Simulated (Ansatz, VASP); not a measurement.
## Be2C in VASP and in Ansatz

The input INCAR:

```
SYSTEM = Be2C
  ALGO = Normal
  EDIFF = 1E-6
  ENCUT = 600
  GGA = PS
  GGA_COMPAT = .FALSE.
  ISIF = 2
  ISMEAR = 0
  LASPH = .TRUE.
  LCHARG = .FALSE.
  LREAL = .FALSE.
  LWAVE = .FALSE.
  NBANDS = 11
  NELM = 120
  PREC = Accurate
  SIGMA = 0.01
```

KPOINTS

```
k-points
0
G
  5 5 5
  0 0 0
```

Contents of POSCAR:

```
Be2C
1.0
    0.0000000000      2.1650000000      2.1650000000
    2.1650000000      0.0000000000      2.1650000000
    2.1650000000      2.1650000000      0.0000000000
Be C
2 1
Direct
    0.2500000000      0.2500000000      0.2500000000
    0.7500000000      0.7500000000      0.7500000000
    0.0000000000      0.0000000000      0.0000000000
```

Input for Ansatz:

```yaml
crystal:
  lattice:
    - [0.0, 2.165, 2.165]
    - [2.165, 0.0, 2.165]
    - [2.165, 2.165, 0.0]
  atoms:
    - { symbol: Be, position: [0.25, 0.25, 0.25] }
    - { symbol: Be, position: [0.75, 0.75, 0.75] }
    - { symbol: C, position: [0.0, 0.0, 0.0] }
kpoints:
  mp_grid:
    grid: [5, 5, 5]
hamiltonian:
  xc: pbesol
  pseudopotentials:
    kind: paw
scf:
  mixing:
    algorithm: anderson
    beta: 0.6
    ndim: 8
  occupations:
    method: fixed
  eigensolver:
    kind: davidson
    full_accuracy: true
  initial_density:
    normalization: cell
output:
  forces: true
  stress: true
  eigenvalues: true
```

Alike in both runs: task single point; functional PBEsol; k mesh 5 × 5 × 5; no spin polarisation.

```csv
,VASP,Ansatz
version,VASP 6.6.1,Ansatz 0.2.0
potentials or method,"VASP PAW PBE potentials, release 64 (Be, C)","plane waves, PAW"
plane-wave cutoff (eV),600,420
occupations,"gaussian, width 0.01 eV",fixed
valence electrons in the cell,8,8
```

Ansatz gave:

| Item | Value |
| --- | --- |
| gap on the k mesh at the Fermi level (eV) | 1.53 |
| pressure (GPa) | -2.7 |

Problem. What did VASP give for the same quantities?

Solution. gap on the k mesh at the Fermi level (eV): 1.52; pressure (GPa): -2.2.

VASP's potentials were made for PBE, not for PBEsol.

The k mesh is coarse, so the values compare programs but aren't converged.
